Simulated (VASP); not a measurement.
Runs of VASP 6.6.1 on BaTiO3. The structure is that of space group R3m (No. 160), or close to it. The cells are those of the table. 

```csv
task,cell,cutoff (eV),gap on the mesh (eV),pressure (GPa),largest force (eV/Å)
single point,"a = 4.109 Å, angles 89.5°, 5 atoms",520,2.79,-1.6,0.11
single point,"a = 4.060 Å, angles 89.7°, 5 atoms",520,2.59,(b),0.09
relaxation of cell and atoms,"relaxed to -3 GPa from a = 4.099 Å, angles 89.7°, 5 atoms",600,2.76,-3.0,0.01
relaxation of cell and atoms,"relaxed to 3 GPa from a = 4.022 Å, angles 89.7°, 5 atoms",600,(a),3.0,-
```

Alike in all rows: level PBE; potentials or basis VASP PAW PBE potentials, release 64 (Ba_sv, Ti_sv, O); no spin polarisation; k mesh 6 × 6 × 6; smearing gaussian 0.02 eV.

Problem. Estimate the missing entries.

Solution. (a) 2.39; (b) 1.6.

Caveats: spin-orbit coupling is left out, which moves the levels of the heavy elements; the cell is relaxed towards a set pressure, so the enthalpy falls and the energy may rise (some runs).

A k mesh can miss the band edges, and the runs leave out spin-orbit coupling on Ba.
